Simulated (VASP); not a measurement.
## ZnS: single point with PBE

Crystal: ZnS.

```xyz
2
Lattice="3.6847 -3.8687 0.0000 3.6847 3.8687 0.0000 0.0000 0.0000 4.1742" Properties=species:S:1:pos:R:3 pbc="T T T"
Zn    3.6847    0.0000    2.0871
S     3.6847    0.0000    0.0000
```

```json
{
  "Program": "VASP 6.6.1",
  "Task": "single point",
  "Functional": "PBE",
  "Potentials or basis": "VASP PAW PBE potentials, release 64 (Zn, S)",
  "Cutoff": "520 eV",
  "k mesh": "6 × 6 × 8",
  "Occupations": "gaussian, width 0.02 eV",
  "Spin": "no spin polarisation",
  "Dipole correction": "no",
  "Further INCAR settings": "ALGO = Normal; EDIFF = 1e-06; NBANDS = 16"
}
```

```json
{
  "Pressure": "0.1 GPa",
  "Band gap on the k mesh": "1.33 eV, indirect (least direct gap 2.35 eV)"
}
```

Stress tensor (GPa, compression positive):
```
0.03 0.00 0.00
0.00 0.03 0.00
0.00 0.00 0.24
```

Levels at points of the mesh, in eV from the valence-band top:
```
           k point  band 6  band 7  band 8  band 9  band 10  band 11  band 12  band 13
(0.00, 0.00, 0.00)   -6.22   -2.95   -1.03   -1.02     1.33     5.09     6.96     7.40
(0.50, 0.00, 0.00)   -6.21   -2.94   -1.31   -1.00     1.56     5.35     6.32     7.71
(0.50, 0.50, 0.00)   -6.20   -2.93   -1.27   -1.25     1.74     5.77     6.02     6.16
(0.00, 0.00, 0.50)   -6.59   -4.15   -0.02   -0.01     4.41     4.45     5.85     6.26
(0.50, 0.00, 0.50)   -6.59   -4.11   -0.21    0.00     3.44     4.54     6.80     7.63
(0.50, 0.50, 0.50)   -6.59   -4.06   -0.18   -0.17     3.62     3.68     7.72     7.77
```

It took 70 s on 1 thread of Intel(R) Xeon(R) Platinum 8259CL CPU @ 2.50GHz (Skylake/Cascade Lake), with other jobs on the host, peak memory 0.29 GiB.

A k mesh can miss the band edges.
